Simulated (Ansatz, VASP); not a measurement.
## Sc in VASP and in Ansatz

INCAR

```
PREC     = Accurate       # precision mode
ENCUT    = 520            # plane-wave cutoff, eV
EDIFF    = 1E-6           # SCF threshold, eV
ISMEAR   = -1             # smearing method
SIGMA    = 0.08           # smearing width, eV
LREAL    = F              # projectors in reciprocal space
LASPH    = T              # aspherical terms in the spheres
NELM     = 100            # most SCF steps
ALGO     = Normal         # electronic algorithm
ISIF     = 2              # what is computed and relaxed
LWAVE    = F              # write WAVECAR
LCHARG   = T              # write CHGCAR
GGA      = PE             # functional
LELF     = T              # ELF
LVHAR    = T            
NBANDS   = 12             # bands
```

KPOINTS

```
Automatic mesh
0
Gamma
  16 16 16
```

Contents of POSCAR:

```
Sc
1.0
    0.0000000000      1.7454641721      1.7454641721
    1.7454641721      0.0000000000      1.7454641721
    1.7454641721      1.7454641721      0.0000000000
Sc
1
Direct
    0.0000000000      0.0000000000      0.0000000000
```

Input for Ansatz:

```yaml
crystal:
  lattice:
    - [0.0, 1.7454641721, 1.7454641721]
    - [1.7454641721, 0.0, 1.7454641721]
    - [1.7454641721, 1.7454641721, 0.0]
  atoms:
    - { symbol: Sc, position: [0.0, 0.0, 0.0] }
kpoints:
  mp_grid: { grid: [16, 16, 16] }
  band_path:
    path:
      - [0.0, 0.0, 0.0]
      - [0.5, 0.0, 0.5]
      - [0.625, 0.25, 0.625]
      - [0.375, 0.375, 0.75]
      - [0.0, 0.0, 0.0]
      - [0.5, 0.5, 0.5]
      - [0.5, 0.25, 0.75]
      - [0.5, 0.0, 0.5]
    npoints: 8
scf:
  occupations: { method: fermi_dirac, width: 0.08 }
hamiltonian:
  xc: pbe
  pseudopotentials: { kind: paw }
output:
  forces: true
  stress: true
  eigenvalues: true
  populations: true
  dos: { projected: true, de: 0.2, e_range: [-14, 8] }
  write_density: true
  write_potential: true
  elf: true
  volumetric_format: npy
```

Change from the starting cell: volume scaled by 0.43, PAW files.

Alike in both runs: task single point; functional PBE; k mesh 16 × 16 × 16; occupations fermi-dirac, width 0.08 eV; no spin polarisation.

|  | VASP | Ansatz |
| --- | --- | --- |
| version | VASP 6.6.1 | Ansatz 0.2.0 |
| potentials or method | VASP PAW PBE potentials, release 64 (Sc_sv) | PAW with Ansatz's default frozen-core files, scalar-relativistic |
| plane-wave cutoff (eV) | 520 | 420 |
| valence electrons in the cell | 11 | 11 |

```tsv
	VASP	Ansatz	Ansatz less VASP
pressure (GPa)	144.6	141.7	-2.94
```

Both programs put the cell under a high pressure, so it lies far from rest at this level.

Noted on VASP's run: the cell as given lies far from equilibrium.
